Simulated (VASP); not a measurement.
# Sn (I4_1/amd) in VASP: a series of runs

Sn is run at these levels: PBE; tasks: single point.

Everything below comes from runs of VASP 6.6.1. Logs are shortened: lines on timing, memory, paths and dates and some standing lists are left out, and cuts for length are marked.

## Step 1: The cell of the first run

It takes space group I4_1/amd (No. 141, tetragonal). Conventional cell: a = 4.590 Å, b = 4.590 Å, c = 6.524 Å, α = 90.00°, β = 90.00°, γ = 90.00°. Within 3.7 Å of Sn (site symmetry -4m2) lie 4 Sn at 2.82 Å.

## Step 2: Single point, PBE (strain +0.0050 x Voigt [0, 1, 0, 0, 0, 0])

INCAR

```
SYSTEM = Sn
PREC     = Accurate       ! precision mode
ENCUT    = 520            ! plane-wave cutoff, eV
EDIFF    = 1E-6           ! SCF threshold, eV
ISMEAR   = 0              ! smearing method
SIGMA    = 0.15           ! smearing width, eV
LREAL    = .FALSE.        ! projectors in reciprocal space
LASPH    = .TRUE.         ! aspherical terms in the spheres
NELM     = 60             ! most SCF steps
ALGO     = Fast           ! electronic algorithm
ISIF     = 2              ! what is computed and relaxed
LWAVE    = .FALSE.        ! write WAVECAR
LCHARG   = .FALSE.        ! write CHGCAR
GGA      = PE             ! functional
NBANDS   = 21             ! bands
```

KPOINTS

```
Automatic mesh
0
G
  12 12 12
  0 0 0
```

POSCAR

```
Sn
1.0
    0.0000000000      3.2618280000      3.2456000000
    3.2456000000      0.0000000000      3.2456000000
    3.2456000000      3.2618280000      0.0000000000
Sn
2
Direct
    0.5000000000      0.5000000000      0.5000000000
    0.7500000000      0.7500000000      0.7500000000
```

Potentials or basis: VASP PAW PBE potentials, release 64 (Sn_d).

Command:

```sh
$ cat potpaw_PBE.64/Sn_d/POTCAR > POTCAR
$ mpirun -np 1 vasp_std > vasp.out
```

OUTCAR:

```text
SYSTEM = Sn
   PREC = Accurate
   ENCUT = 520
   EDIFF = 1E-6
   ISMEAR = 0
   LREAL = .FALSE.
   LASPH = .TRUE.
   NELM = 60
   ISIF = 2
   GGA = PE

 ion  position               nearest neighbor table
   1  0.500  0.500  0.500-   2 2.82   2 2.82   2 2.82   2 2.82
   2  0.750  0.750  0.750-   1 2.82   1 2.82   1 2.82   1 2.82

  LATTYP: Found a body centered tetragonal cell.
 ALAT       =     4.5899715380
 C/A-ratio  =     1.4212846302

  Lattice vectors:

 A1 = (   0.0000000000,  -3.2618280000,   3.2456000000)
 A2 = (   0.0000000000,  -3.2618280000,  -3.2456000000)
 A3 = (   3.2456000000,   3.2618280000,   0.0000000000)

Analysis of symmetry for initial positions (statically):
=====================================================================
 Subroutine PRICEL returns:
 Original cell was already a primitive cell.

 Routine SETGRP: Setting up the symmetry group for a
 body centered tetragonal supercell.

 Subroutine GETGRP returns: Found 16 space group operations
 (whereof  8 operations were pure point group operations)
 out of a pool of 16 trial point group operations.

The static configuration has the point symmetry D_2d.
 The point group associated with its full space group is D_4h.

Analysis of symmetry for dynamics (positions and initial velocities):
=====================================================================
 Subroutine PRICEL returns:
 Original cell was already a primitive cell.

 Routine SETGRP: Setting up the symmetry group for a
 body centered tetragonal supercell.

 Subroutine GETGRP returns: Found 16 space group operations
 (whereof  8 operations were pure point group operations)
 out of a pool of 16 trial point group operations.

The dynamic configuration has the point symmetry D_2d.
 The point group associated with its full space group is D_4h.

 Subroutine INISYM returns: Found 16 space group operations
 (whereof  8 operations are pure point group operations),
 and found     1 'primitive' translations

----------------------------------------------------------------------------------------

                                     Primitive cell

  volume of cell :      68.7197

  direct lattice vectors                    reciprocal lattice vectors
     0.000000000  3.261828000  3.245600000    -0.154054720  0.153288279  0.154054720
     3.245600000  0.000000000  3.245600000     0.154054720 -0.153288279  0.154054720
     3.245600000  3.261828000  0.000000000     0.154054720  0.153288279 -0.154054720

[... 82 lines left out ...]
   NELM   =     60;   NELMIN=  2; NELMDL= -5     # of ELM steps
   EDIFF  = 0.1E-05   stopping-criterion for ELM
   LREAL  =      F    real-space projection
   EDIFFG = 0.1E-04   stopping-criterion for IOM
   NSW    =      0    number of steps for IOM
   IBRION =     -1    ionic relax: 0-MD 1-quasi-New 2-CG
   NFREE  =      0    steps in history (QN), initial steepest desc. (CG)
   ISIF   =      2    stress and relaxation
   ISYM   =      2    0-nonsym 1-usesym 2-fastsym
   POTIM  = 0.5000    time-step for ionic-motion
   TEBEG  =    0.0;   TEEND  =   0.0 temperature during run
   PSTRESS=    0.0 pullay stress
   NELECT =      28.0000    total number of electrons
   NUPDOWN=      -1.0000    fix difference up-down
   EMIN   =  10.00;   EMAX   =-10.00  energy-range for DOS
   EFERMI =   0.00;   METHOD = LEGACY
   ISMEAR =     0;   SIGMA  =   0.15  broadening in eV -4-tet -1-fermi 0-gaus
   EFERMI_NEDOS =   21; number of points for ismear=-14 and -15
   IALGO  =     68    algorithm
   IMIX   =      4    mixing-type and parameters
     AMIX     =   0.40;   BMIX     =  1.00
     AMIX_MAG =   1.60;   BMIX_MAG =  1.00
  volume/ion in A,a.u.               =      34.36       231.87
  Fermi-wavevector in a.u.,A,eV,Ry     =   1.213670  2.293503 20.041301  1.472994
  Thomas-Fermi vector in A             =   2.349114
   LORBIT       =      0    0 simple, 1 ext, 2 COOP (PROOUT), +10 PAW based schemes
   GGA     = PE    functional components
   LHFCALC =     F    Hartree Fock is set to
   AEXX    =    0.0000 exact exchange contribution
   IVDW    =     0    specifies the selected vdW correction
   LEPSILON=     F    determine dielectric tensor
   LRPA    =     F    only Hartree local field effects (RPA)
 non-spin polarized calculation
 RMM-DIIS sequential band-by-band and
 Gauss-broadening in eV      SIGMA  =   0.15
  energy-cutoff  :      520.00
  volume of cell :       68.72
 maximum number of plane-waves:      1877
 NGX is ok and might be reduce to    36
   NGX = 17   NGY = 17   NGZ = 17

 number of electron      27.9999997 magnetization

 Free energy of the ion-electron system (eV)
  ---------------------------------------------------
  ext. energy  EPLUGINS =         0.00000000
  ---------------------------------------------------
  free energy    TOTEN  =        -7.65093815 eV

  energy without entropy =       -7.64901230  energy(sigma->0) =       -7.64997523

 E-fermi :   5.6040     XC(G=0):  -8.8509

 val. band max:        5.5622254121   @ k =   0.5000   0.0000  -0.0000
 cond. band min:       5.6058537004   @ k =   0.4167   0.0000   0.0000
 fundamental gap:      0.0436282883
 Fermi energy:         5.6040306200

 k-point     1 :       0.0000    0.0000    0.0000
  band No.  band energies     occupation
      1     -16.0934      2.00000
      2     -16.0934      2.00000
      3     -16.0915      2.00000
      4     -16.0342      2.00000
      5     -16.0336      2.00000
      6     -15.7316      2.00000
[... 565 lines left out ...]
     20      13.4162      0.00000
     21      13.6287      0.00000

 [... further k-points ...]

------------------------ aborting loop because EDIFF is reached ----------------------------------------

  FORCE on cell =-STRESS in cart. coord.  units (eV):
  Direction    XX          YY          ZZ          XY          YZ          ZX
  --------------------------------------------------------------------------------------
  -------------------------------------------------------------------------------------
  Total        1.2619100      1.1997023      1.2619100      0.0000000      0.0000000      0.0000000
  in kB       29.4210329     27.9706809     29.4210329      0.0000000      0.0000000      0.0000000
  external PRESSURE =      28.9375822 kB  Pullay stress =       0.0000000 kB

 VOLUME and BASIS-vectors are now :
 -----------------------------------------------------------------------------
  energy-cutoff  :      520.00
  volume of cell :       68.72
      direct lattice vectors                 reciprocal lattice vectors
     0.000000000  3.261828000  3.245600000    -0.154054720  0.153288279  0.154054720
     3.245600000  0.000000000  3.245600000     0.154054720 -0.153288279  0.154054720
     3.245600000  3.261828000  0.000000000     0.154054720  0.153288279 -0.154054720

 POSITION                                       TOTAL-FORCE (eV/Angst)
 -----------------------------------------------------------------------------------
      3.24560      3.26183      3.24560        -0.000000     -0.000000     -0.000000
      4.86840      4.89274      4.86840         0.000000      0.000000      0.000000
 -----------------------------------------------------------------------------------
    total drift:                                0.000000      0.000000      0.000000

  FREE ENERGIE OF THE ION-ELECTRON SYSTEM (eV)
  ---------------------------------------------------
  free  energy   TOTEN  =        -7.6509381519 eV

  energy  without entropy=       -7.6490123003  energy(sigma->0) =       -7.64997523
```

OSZICAR:

```text
N       E                     dE             d eps       ncg     rms          rms(c)
DAV:   1     0.229960662063E+03    0.22996E+03   -0.14923E+04  6949   0.196E+03
DAV:   2     0.173706097874E+02   -0.21259E+03   -0.20833E+03  6881   0.449E+02
DAV:   3    -0.690792335025E+01   -0.24279E+02   -0.24150E+02  8031   0.140E+02
DAV:   4    -0.768393892408E+01   -0.77602E+00   -0.77572E+00  7801   0.283E+01
DAV:   5    -0.771034008148E+01   -0.26401E-01   -0.26401E-01  9905   0.509E+00    0.320E+00
RMM:   6    -0.766807786391E+01    0.42262E-01   -0.22395E-02  8477   0.181E+00    0.190E+00
RMM:   7    -0.764816015738E+01    0.19918E-01   -0.51106E-02  8649   0.230E+00    0.161E-01
RMM:   8    -0.765027855051E+01   -0.21184E-02   -0.89686E-03  8583   0.844E-01    0.549E-02
RMM:   9    -0.765084377853E+01   -0.56523E-03   -0.30968E-03  9691   0.547E-01    0.443E-02
RMM:  10    -0.765092412309E+01   -0.80345E-04   -0.76842E-04  9731   0.243E-01    0.130E-02
RMM:  11    -0.765093704258E+01   -0.12919E-04   -0.11062E-04 10907   0.831E-02    0.420E-03
RMM:  12    -0.765093808989E+01   -0.10473E-05   -0.13543E-05  9412   0.297E-02    0.139E-03
RMM:  13    -0.765093815193E+01   -0.62046E-07   -0.27609E-06  6206   0.137E-02
   1 F= -.76509382E+01 E0= -.76499752E+01  d E =-.192585E-02
```

stdout:

```text
POSCAR found type information on POSCAR Sn
 POSCAR found :  1 types and       2 ions
 scaLAPACK will be used
 LDA part: xc-table for (Slater+PW92), standard interpolation
 POSCAR, INCAR and KPOINTS ok, starting setup
 FFT: planning ... GRIDC
 FFT: planning ... GRID_SOFT
 FFT: planning ... GRID
 WAVECAR not read
 entering main loop
WARNING in EDDRMM: call to ZHEGV failed, returncode =   8  4     21
WARNING in EDDRMM: call to ZHEGV failed, returncode =   8  4     19
```

Run time: 2.3 min. Hardware: 1 thread of AMD EPYC 9R45 (Zen 5), shared host; peak memory 0.3 GiB.

Results:

* Free energy: -7.6509 eV
* Pressure: 2.9 GPa
* Band gap on the k mesh: zero (bands 14 and 15 overlap by 0.12 eV)

Caveat: the cell differs from its parent crystal (strain +0.0050 x Voigt [0, 1, 0, 0, 0, 0]); spin-orbit coupling is left out, which moves the levels of the heavy elements.

## Step 3: Single point, PBE (strain +0.0100 x Voigt [0, 1, 0, 0, 0, 0])

INCAR

```
SYSTEM = Sn
PREC = Accurate ; ENCUT = 520
EDIFF = 1E-7 ; ISMEAR = 0
SIGMA = 0.15 ; LREAL = .FALSE.
LASPH = .TRUE. ; NELM = 60
ALGO = Fast ; ISIF = 2
LWAVE = .FALSE. ; LCHARG = .TRUE.
GGA = PE ; LELF = .TRUE.
LVHAR = .TRUE. ; NBANDS = 21
```

KPOINTS

```
regular mesh
0
G
  12 12 12
  0 0 0
```

POSCAR

```
Sn
1.0
    0.0000000000      3.2780560000      3.2456000000
    3.2456000000      0.0000000000      3.2456000000
    3.2456000000      3.2780560000      0.0000000000
Sn
2
Direct
    0.5000000000      0.5000000000      0.5000000000
    0.7500000000      0.7500000000      0.7500000000
```

Potentials or basis: VASP PAW PBE potentials, release 64 (Sn_d).

Command:

```sh
$ cat potpaw_PBE.64/Sn_d/POTCAR > POTCAR
$ mpirun -np 1 vasp_std > vasp.out
```

Wall time 2.6 min (1 thread of AMD EPYC 9R45 (Zen 5), shared host); peak memory 0.3 GiB.

It converged, with:

| Item | Value |
| --- | --- |
| Free energy | -7.6567 eV |
| Pressure | 2.7 GPa |
| Band gap on the k mesh | zero (bands 14 and 15 overlap by 0.14 eV) |

Stress tensor (GPa, compression positive):
```
2.76 0.00 0.00
0.00 2.47 0.00
0.00 0.00 2.76
```

Levels at points of the mesh, in eV from the Fermi level:
```
           k point  band 11  band 12  band 13  band 14  band 15  band 16  band 17  band 18
(0.00, 0.00, 0.00)   -10.55    -0.73     0.02     0.09     0.09     2.13     2.13     2.17
(0.50, 0.00, 0.00)    -8.95    -6.27    -1.16    -1.09    -0.05     3.19     3.23     5.64
(0.50, 0.50, 0.00)    -7.48    -7.48    -2.46    -2.46     0.80     0.80     7.64     7.64
(0.50, 0.00, 0.50)    -7.52    -7.52    -2.41    -2.41     0.86     0.86     7.63     7.63
```

Caveat: the cell differs from its parent crystal (strain +0.0100 x Voigt [0, 1, 0, 0, 0, 0]); spin-orbit coupling is left out, which moves the levels of the heavy elements.

## Step 4: Single point, PBE (strain +0.0150 x Voigt [0, 1, 0, 0, 0, 0])

INCAR

```
PREC = Accurate
ENCUT = 520
EDIFF = 1E-6
ISMEAR = 0
SIGMA = 0.15
LREAL = False
LASPH = True
NELM = 80
ALGO = Fast
ISIF = 2
LWAVE = False
LCHARG = False
GGA = PE
NBANDS = 21
```

KPOINTS

```
regular mesh
0
Gamma
  12 12 12
```

POSCAR

```
Sn
1.0
    0.0000000000      3.2942840000      3.2456000000
    3.2456000000      0.0000000000      3.2456000000
    3.2456000000      3.2942840000      0.0000000000
Sn
2
Direct
    0.5000000000      0.5000000000      0.5000000000
    0.7500000000      0.7500000000      0.7500000000
```

Command:

```sh
$ cat potpaw_PBE.64/Sn_d/POTCAR > POTCAR
$ mpirun -np 1 vasp_std > vasp.out
```

Run time: 2.2 min. Hardware: 1 thread of AMD EPYC 9R45 (Zen 5), shared host; peak memory 0.3 GiB.

It converged, with:

| Item | Value |
| --- | --- |
| Free energy | -7.6617 eV |
| Pressure | 2.4 GPa |
| Band gap on the k mesh | zero (bands 14 and 15 overlap by 0.16 eV) |

Stress tensor (GPa, compression positive):
```
2.56 0.00 0.00
0.00 2.13 0.00
0.00 0.00 2.56
```

Levels at points of the mesh, in eV from the Fermi level:
| k point | band 10 | band 11 | band 12 | band 13 | band 14 | band 15 | band 16 | band 17 | band 18 | band 19 |
| --- | --- | --- | --- | --- | --- | --- | --- | --- | --- | --- |
| (0.00, 0.00, 0.00) | -21.31 | -10.52 | -0.77 | 0.00 | 0.10 | 0.10 | 2.12 | 2.12 | 2.18 | 4.99 |
| (0.50, 0.00, 0.00) | -21.26 | -8.93 | -6.25 | -1.16 | -1.06 | -0.06 | 3.18 | 3.24 | 5.64 | 8.43 |
| (0.50, 0.50, 0.00) | -21.25 | -7.46 | -7.46 | -2.45 | -2.45 | 0.79 | 0.79 | 7.61 | 7.61 | 9.18 |
| (0.50, 0.00, 0.50) | -21.24 | -7.51 | -7.51 | -2.37 | -2.37 | 0.89 | 0.89 | 7.60 | 7.60 | 9.15 |

Caveat: the cell differs from its parent crystal (strain +0.0150 x Voigt [0, 1, 0, 0, 0, 0]); spin-orbit coupling is left out, which moves the levels of the heavy elements.

(Continued in part 2 of 2.)

The gap in the log of VASP goes by the Fermi energy; the results here count the filled bands.